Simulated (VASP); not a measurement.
# CsLi3O2 (P-6m2) in VASP: single point with PBE

Aim: the single point of CsLi3O2 with PBE.

Everything below comes from runs of VASP 6.6.1. Logs are shortened: lines on timing, memory, paths and dates and some standing lists are left out, and cuts for length are marked.

## Step 1: The cell of the first run

Symmetry: P-6m2, No. 187, hexagonal system. Conventional cell: a = 7.346 Å, b = 7.346 Å, c = 4.703 Å, α = 90.00°, β = 90.00°, γ = 120.00°. Cs (site symmetry -6m2) has 2 O at 2.35 Å within 3.1 Å. Li (site symmetry mm2) has 1 O at 1.69 Å within 2.2 Å. Within 2.2 Å of O (site symmetry -6m2) lie 3 Li at 1.69 Å. O (site symmetry -6m2) has 2 Cs at 2.35 Å within 3.1 Å.

## Step 2: Single point, PBE

Contents of POSCAR:

```
CsLi3O2
1.0
    7.3461088346      0.0000000000      0.0000000000
   -3.6730544173      6.3619168697      0.0000000000
    0.0000000000      0.0000000000      4.7030486234
Cs Li O
1 3 2
Direct
    0.0000000000      0.0000000000      0.5000000000
    0.5341205391      0.4658794609      0.5000000000
    0.5341205391      0.0682410781      0.5000000000
    0.9317589219      0.4658794609      0.5000000000
    0.6666666667      0.3333333333      0.5000000000
    0.0000000000      0.0000000000      0.0000000000
```

Contents of INCAR.step1:

```
SYSTEM = CsLi3O2
ALGO     = Normal         ! electronic algorithm
EDIFF    = 1E-7           ! SCF threshold, eV
ENCUT    = 520            ! plane-wave cutoff, eV
GGA      = PE             ! functional
ISIF     = 2              ! what is computed and relaxed
ISMEAR   = 0              ! smearing method
LASPH    = .True.         ! aspherical terms in the spheres
LCHARG   = .True.         ! write CHGCAR
LREAL    = .False.        ! projectors in reciprocal space
LWAVE    = .False.        ! write WAVECAR
NBANDS   = 24             ! bands
NELM     = 80             ! most SCF steps
PREC     = Accurate       ! precision mode
SIGMA    = 0.1            ! smearing width, eV
```

Contents of KPOINTS.step1:

```
k-points
0
Gamma
  6 6 8
  0 0 0
```

Contents of INCAR.step2:

```
SYSTEM = CsLi3O2
ALGO     = Normal         ! electronic algorithm
EDIFF    = 1E-7           ! SCF threshold, eV
ENCUT    = 520            ! plane-wave cutoff, eV
GGA      = PE             ! functional
ICHARG   = 11             ! starting density
ISIF     = 2              ! what is computed and relaxed
ISMEAR   = -5             ! smearing method
LASPH    = .True.         ! aspherical terms in the spheres
LCHARG   = .False.        ! write CHGCAR
LORBIT   = 11             ! projections on sites
LREAL    = .False.        ! projectors in reciprocal space
LWAVE    = .False.        ! write WAVECAR
NBANDS   = 24             ! bands
NEDOS    = 2001           ! points of the DOS
NELM     = 80             ! most SCF steps
PREC     = Accurate       ! precision mode
SIGMA    = 0.1            ! smearing width, eV
```

Contents of KPOINTS.step2:

```
k-points
0
Gamma
  9 9 12
  0 0 0
```

Potentials or basis: VASP PAW PBE potentials, release 64 (Cs_sv, Li_sv, O).

Launch:

```sh
$ cat potpaw_PBE.64/Cs_sv/POTCAR potpaw_PBE.64/Li_sv/POTCAR potpaw_PBE.64/O/POTCAR > POTCAR
$ cp INCAR.step1 INCAR
$ cp KPOINTS.step1 KPOINTS
$ mpirun -np 1 vasp_std > vasp.out
$ cp INCAR.step2 INCAR
$ cp KPOINTS.step2 KPOINTS
$ mpirun -np 1 vasp_std > vasp.out
```

OUTCAR:

```text
SYSTEM = CsLi3O2
   EDIFF = 1E-7
   ENCUT = 520
   GGA = PE
   ICHARG = 11
   ISIF = 2
   ISMEAR = -5
   LASPH = .True.
   LORBIT = 11
   LREAL = .False.
   NELM = 80
   PREC = Accurate

 ion  position               nearest neighbor table
   1  0.000  0.000  0.500-   6 2.35   6 2.35
   2  0.534  0.466  0.500-   5 1.69
   3  0.534  0.068  0.500-   5 1.69
   4  0.932  0.466  0.500-   5 1.69
   5  0.667  0.333  0.500-   3 1.69   4 1.69   2 1.69
   6  0.000  0.000  0.000-   1 2.35   1 2.35

  LATTYP: Found a hexagonal cell.
 ALAT       =     7.3461088346
 C/A-ratio  =     0.6402094945

  Lattice vectors:

 A1 = (   7.3461088346,   0.0000000000,   0.0000000000)
 A2 = (  -3.6730544173,   6.3619168697,   0.0000000000)
 A3 = (   0.0000000000,   0.0000000000,   4.7030486234)

Analysis of symmetry for initial positions (statically):
=====================================================================
 Subroutine PRICEL returns:
 Original cell was already a primitive cell.

 Routine SETGRP: Setting up the symmetry group for a
 hexagonal supercell.

 Subroutine GETGRP returns: Found 12 space group operations
 (whereof 12 operations were pure point group operations)
 out of a pool of 24 trial point group operations.

The static configuration has the point symmetry D_3h.

Analysis of symmetry for dynamics (positions and initial velocities):
=====================================================================
 Subroutine PRICEL returns:
 Original cell was already a primitive cell.

 Routine SETGRP: Setting up the symmetry group for a
 hexagonal supercell.

 Subroutine GETGRP returns: Found 12 space group operations
 (whereof 12 operations were pure point group operations)
 out of a pool of 24 trial point group operations.

The dynamic configuration has the point symmetry D_3h.

 Subroutine INISYM returns: Found 12 space group operations
 (whereof 12 operations are pure point group operations),
 and found     1 'primitive' translations

----------------------------------------------------------------------------------------

                                     Primitive cell

  volume of cell :     219.7985

  direct lattice vectors                    reciprocal lattice vectors
     7.346108835  0.000000000  0.000000000     0.136126489  0.078592665  0.000000000
    -3.673054417  6.361916870  0.000000000     0.000000000  0.157185330  0.000000000
     0.000000000  0.000000000  4.703048623     0.000000000  0.000000000  0.212628038

  length of vectors
     7.346108835  7.346108835  4.703048623     0.157185330  0.157185330  0.212628038

  position of ions in fractional coordinates (direct lattice)
     0.000000000  0.000000000  0.500000000
     0.534120539  0.465879461  0.500000000
     0.534120539  0.068241078  0.500000000
     0.931758922  0.465879461  0.500000000
     0.666666667  0.333333333  0.500000000
     0.000000000  0.000000000  0.000000000

  ion indices of the primitive-cell ions
   primitive index   ion index
                 1           1
                 2           2
                 3           3
                 4           4
                 5           5
                 6           6

----------------------------------------------------------------------------------------

 KPOINTS: k-points

Automatic generation of k-mesh.
 Grid dimensions read from file:
 generate k-points for:    9    9   12

 Generating k-lattice:

  Cartesian coordinates                     Fractional coordinates (reciprocal lattice)
     0.015125165  0.008732518  0.000000000     0.111111111  0.000000000  0.000000000
     0.000000000  0.017465037  0.000000000     0.000000000  0.111111111  0.000000000
     0.000000000  0.000000000  0.017719003     0.000000000  0.000000000  0.083333333

  Length of vectors
     0.017465037  0.017465037  0.017719003

  Shift w.r.t. Gamma in fractional coordinates (k-lattice)
     0.000000000  0.000000000  0.000000000

 TETIRR: Found    984 inequivalent tetrahedra from     5832

 Subroutine IBZKPT returns following result:
 ===========================================

 Found     84 irreducible k-points:

 Following reciprocal coordinates:
            Coordinates               Weight
  0.000000  0.000000  0.000000      1.000000
  0.111111  0.000000  0.000000      6.000000
  0.222222 -0.000000  0.000000      6.000000
  0.333333  0.000000  0.000000      6.000000
  0.444444 -0.000000  0.000000      6.000000
  0.111111  0.111111  0.000000      6.000000
[... 16 lines left out ...]
  0.333333  0.222222  0.083333     24.000000
  0.333333  0.333333  0.083333      4.000000
 [... further k-points ...]
   k-points           NKPTS =     84   k-points in BZ     NKDIM =     84   number of bands    NBANDS=     24
   number of dos      NEDOS =   2001   number of ions     NIONS =      6
   total plane-waves  NPLWV = 112896
   dimension x,y,z NGX =    56 NGY =   56 NGZ =   36
   dimension x,y,z NGXF=   112 NGYF=  112 NGZF=   72
   ions per type =               1   3   2
   NGX,Y,Z   is equivalent  to a cutoff of  12.67, 12.67, 12.73 a.u.
   NGXF,Y,Z  is equivalent  to a cutoff of  25.35, 25.35, 25.45 a.u.
 SYSTEM =  CsLi3O2
   PREC   = accura    normal or accurate (medium, high low for compatibility)
   ISTART =      0    job   : 0-new  1-cont  2-samecut
   ICHARG =     11    charge: 1-file 2-atom 10-const
   ISPIN  =      1    spin polarized calculation?
   LNONCOLLINEAR =      F non collinear calculations
   LSORBIT =      F    spin-orbit coupling
   LASPH  =      T    aspherical Exc in radial PAW
   ENCUT  =  520.0 eV  38.22 Ry    6.18 a.u.  13.66 13.66  8.74*2*pi/ulx,y,z
   NELM   =     80;   NELMIN=  2; NELMDL=  0     # of ELM steps
   EDIFF  = 0.1E-06   stopping-criterion for ELM
   LREAL  =      F    real-space projection
   EDIFFG = 0.1E-05   stopping-criterion for IOM
   NSW    =      0    number of steps for IOM
   IBRION =     -1    ionic relax: 0-MD 1-quasi-New 2-CG
   NFREE  =      0    steps in history (QN), initial steepest desc. (CG)
   ISIF   =      2    stress and relaxation
   ISYM   =      2    0-nonsym 1-usesym 2-fastsym
   POTIM  = 0.5000    time-step for ionic-motion
   TEBEG  =    0.0;   TEEND  =   0.0 temperature during run
   PSTRESS=    0.0 pullay stress
   NELECT =      30.0000    total number of electrons
   NUPDOWN=      -1.0000    fix difference up-down
   EMIN   =  10.00;   EMAX   =-10.00  energy-range for DOS
   EFERMI =   0.00;   METHOD = LEGACY
   ISMEAR =    -5;   SIGMA  =   0.10  broadening in eV -4-tet -1-fermi 0-gaus
   EFERMI_NEDOS =   21; number of points for ismear=-14 and -15
   IALGO  =     38    algorithm
   IMIX   =      4    mixing-type and parameters
     AMIX     =   0.40;   BMIX     =  1.00
     AMIX_MAG =   1.60;   BMIX_MAG =  1.00
  volume/ion in A,a.u.               =      36.63       247.21
  Fermi-wavevector in a.u.,A,eV,Ry     =   0.842895  1.592841  9.666566  0.710473
  Thomas-Fermi vector in A             =   1.957676
   LORBIT       =     11    0 simple, 1 ext, 2 COOP (PROOUT), +10 PAW based schemes
   GGA     = PE    functional components
   LHFCALC =     F    Hartree Fock is set to
   AEXX    =    0.0000 exact exchange contribution
   IVDW    =     0    specifies the selected vdW correction
   LEPSILON=     F    determine dielectric tensor
   LRPA    =     F    only Hartree local field effects (RPA)
 non-spin polarized calculation
 Fermi weights with tetrahedron method with Bloechl corrections
  energy-cutoff  :      520.00
  volume of cell :      219.80
 maximum number of plane-waves:      5952
 NGX is ok and might be reduce to    56

 number of electron      29.9999986 magnetization

 Free energy of the ion-electron system (eV)
  ---------------------------------------------------
  ext. energy  EPLUGINS =         0.00000000
  ---------------------------------------------------
  free energy    TOTEN  =       -19.91050777 eV

  energy without entropy =      -19.91050777  energy(sigma->0) =      -19.91050777

 E-fermi :  -0.6793     XC(G=0):  -5.5464

 val. band max:       -0.6657082625   @ k =   0.4444  -0.0000   0.1667
 cond. band min:      -0.6657057668   @ k =   0.0000   0.0000   0.3333
 fundamental gap:      0.0000024958
 Fermi energy:        -0.6793347189

 k-point     1 :       0.0000    0.0000    0.0000
  band No.  band energies     occupation
      1     -47.2017      2.00000
      2     -47.1882      2.00000
      3     -47.1880      2.00000
      4     -22.3341      2.00000
      5     -17.0140      2.00000
      6     -16.2802      2.00000
[... 16 lines left out ...]
     23       4.9640      0.00000
     24       5.2647      0.00000

 k-point     2 :       0.1111    0.0000    0.0000
  band No.  band energies     occupation
      1     -47.2017      2.00000
      2     -47.1882      2.00000
      3     -47.1881      2.00000
      4     -22.3342      2.00000
      5     -17.0140      2.00000
      6     -16.2802      2.00000
[... 16 lines left out ...]
     23       5.1247      0.00000
     24       5.1907      0.00000

 k-point     3 :       0.2222   -0.0000    0.0000
  band No.  band energies     occupation
      1     -47.2017      2.00000
      2     -47.1882      2.00000
      3     -47.1881      2.00000
      4     -22.3342      2.00000
      5     -17.0141      2.00000
      6     -16.2802      2.00000
[... 16 lines left out ...]
     23       5.0513      0.00000
     24       5.1929      0.00000

 k-point     4 :       0.3333    0.0000    0.0000
  band No.  band energies     occupation
      1     -47.2017      2.00000
      2     -47.1882      2.00000
      3     -47.1880      2.00000
      4     -22.3342      2.00000
      5     -17.0142      2.00000
      6     -16.2802      2.00000
[... 16 lines left out ...]
     23       4.8873      0.00000
     24       4.9341      0.00000

 k-point     5 :       0.4444   -0.0000    0.0000
  band No.  band energies     occupation
      1     -47.2017      2.00000
      2     -47.1882      2.00000
      3     -47.1880      2.00000
      4     -22.3342      2.00000
      5     -17.0142      2.00000
      6     -16.2802      2.00000
[... 451 lines left out ...]
 k-point    22 :       0.2222    0.2222    0.0833
  band No.  band energies     occupation
      1     -47.2017      2.00000
      2     -47.1882      2.00000
      3     -47.1880      2.00000
      4     -22.3234      2.00000
      5     -17.0138      2.00000
      6     -16.3463      2.00000
[... 16 lines left out ...]
     23       4.7336      0.00000
     24       4.8920      0.00000

 k-point    23 :       0.3333    0.2222    0.0833
  band No.  band energies     occupation
      1     -47.2017      2.00000
      2     -47.1882      2.00000
      3     -47.1880      2.00000
      4     -22.3234      2.00000
      5     -17.0139      2.00000
      6     -16.3463      2.00000
[... 16 lines left out ...]
     23       4.7227      0.00000
     24       5.2885      0.00000

 k-point    24 :       0.3333    0.3333    0.0833
  band No.  band energies     occupation
      1     -47.2017      2.00000
      2     -47.1882      2.00000
      3     -47.1880      2.00000
      4     -22.3234      2.00000
      5     -17.0139      2.00000
      6     -16.3462      2.00000
[... 16 lines left out ...]
     23       4.7013      0.00000
     24       5.4960      0.00000

 [... further k-points ...]

------------------------ aborting loop because EDIFF is reached ----------------------------------------

  FORCE on cell =-STRESS in cart. coord.  units (eV):
  Direction    XX          YY          ZZ          XY          YZ          ZX
  --------------------------------------------------------------------------------------
  -------------------------------------------------------------------------------------
  Total       -2.5774122     -2.5774122     -0.5137010      0.0000000     -0.0000000      0.0000000
  in kB      -18.7875279    -18.7875279     -3.7445199      0.0000000     -0.0000000      0.0000000
  external PRESSURE =     -13.7731919 kB  Pullay stress =       0.0000000 kB

 VOLUME and BASIS-vectors are now :
 -----------------------------------------------------------------------------
  energy-cutoff  :      520.00
  volume of cell :      219.80
      direct lattice vectors                 reciprocal lattice vectors
     7.346108835  0.000000000  0.000000000     0.136126489  0.078592665  0.000000000
    -3.673054417  6.361916870  0.000000000     0.000000000  0.157185330  0.000000000
     0.000000000  0.000000000  4.703048623     0.000000000  0.000000000  0.212628038

 POSITION                                       TOTAL-FORCE (eV/Angst)
 -----------------------------------------------------------------------------------
      0.00000      0.00000      2.35152         0.000000      0.000000     -0.000000
      2.21251      2.96389      2.35152        -0.114701      0.066223      0.000000
      3.67305      0.43414      2.35152         0.000000     -0.132446     -0.000000
      5.13360      2.96389      2.35152         0.114701      0.066223      0.000000
      3.67305      2.12064      2.35152         0.000000      0.000000     -0.000000
      0.00000      0.00000      0.00000         0.000000      0.000000     -0.000000
 -----------------------------------------------------------------------------------
    total drift:                               -0.005081      0.002934     -0.000000

  FREE ENERGIE OF THE ION-ELECTRON SYSTEM (eV)
  ---------------------------------------------------
  free  energy   TOTEN  =       -19.9105077686 eV

  energy  without entropy=      -19.9105077686  energy(sigma->0) =      -19.91050777

 total charge

# of ion       s       p       d       tot
------------------------------------------
    1        1.833   4.577   0.169   6.579
    2        2.025   0.063   0.000   2.088
    3        2.025   0.063   0.000   2.088
    4        2.025   0.063   0.000   2.088
    5        1.554   3.472   0.000   5.026
    6        1.599   3.214   0.000   4.813
--------------------------------------------------
tot         11.062  11.452   0.169  22.684
```

Wall time 14 min (1 thread of AMD EPYC 7R13, shared host); peak memory 0.54 GiB.

Results:

* Valence electrons inside the program's atomic spheres: Cs 6.58; Li 2.09; O 5.03, 4.81

Levels at points of the mesh, in eV from the Fermi level:
| k point | band 12 | band 13 | band 14 | band 15 | band 16 | band 17 | band 18 | band 19 |
| --- | --- | --- | --- | --- | --- | --- | --- | --- |
| (0.00, 0.00, 0.00) | -1.67 | -0.92 | -0.92 | -0.67 | 1.25 | 2.04 | 2.04 | 3.50 |
| (0.00, 0.00, 0.50) | -2.23 | -1.99 | -1.52 | -1.52 | 0.41 | 1.93 | 2.90 | 2.90 |

Caveat: the cutoff is under 1.25 times the usual one of these potentials, so pressure, stress and relaxed cells hold a basis-set (Pulay) error; spin-orbit coupling is left out, which moves the levels of the heavy elements; tetrahedron occupations give inexact forces and stress in metals.
